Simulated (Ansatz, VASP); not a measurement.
# One calculation of ScBiTe3S, two programs

```
CELL_PARAMETERS angstrom
5.90074 0.00000 0.00000
0.00000 5.90074 0.00000
0.00000 0.00000 5.64774
ATOMIC_POSITIONS crystal
Sc 0.00000 0.00000 0.00000
Bi 0.00000 0.00000 0.50000
Te 0.00000 0.50000 0.00000
Te 0.50000 0.00000 0.00000
Te 0.50000 0.50000 0.00000
S 0.50000 0.50000 0.50000
```

Alike in both runs: functional PBE; k mesh 4 × 4 × 4; occupations gaussian, width 0.1 eV; no spin polarisation.

Ansatz relaxed the structure, and its values are those at the end. VASP's run is a single point on that final structure, the one shown.

```csv
,VASP,Ansatz
version,VASP 6.6.1,Ansatz 0.2.0
potentials or method,"VASP PAW PBE potentials, release 64 (Sc_sv, Bi_d, Te, S), cutoff 520 eV","scalar-relativistic, plane waves, PAW"
valence electrons in the cell,50,80
```

|  | VASP | Ansatz | Ansatz less VASP |
| --- | --- | --- | --- |
| gap on the k mesh at the Fermi level (eV) | none | none | - |
| pressure (GPa) | 0.0 | 0.0 | +0.01 |

A gap of «none» marks a metal or a gap that the smearing closes. The functional is the same, so the differences come from potentials, cutoffs and numerics. VASP's potentials hold 50 valence electrons a cell and Ansatz's 80, so a difference there can come from the potentials and not from the codes.

Neither program's run includes spin-orbit coupling.
